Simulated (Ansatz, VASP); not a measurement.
# In: VASP beside Ansatz

```xyz
1
Lattice="2.8227 0.0000 0.0000 -1.4113 2.4445 0.0000 0.0000 0.0000 2.6873" Properties=species:S:1:pos:R:3 pbc="T T T"
In    0.0000    0.0000    0.0000
```

Change from the starting cell: volume scaled by 0.65, LAPW.

Alike in both runs: task single point; functional PBE; k mesh 15 × 15 × 14; occupations fermi-dirac, width 0.1 eV; no spin polarisation.

```csv
,VASP,Ansatz
version,VASP 6.6.1,Ansatz 0.2.0
potentials or method,"VASP PAW PBE potentials, release 64 (In_d), cutoff 520 eV","all-electron LAPW, scalar-relativistic"
```

|  | VASP | Ansatz | Ansatz less VASP |
| --- | --- | --- | --- |
| pressure (GPa) | 43.5 | 43.4 | -0.05 |

Both programs put the cell under a high pressure, so it lies far from rest at this level. Ansatz ran all-electron here, and VASP with PAW potentials.
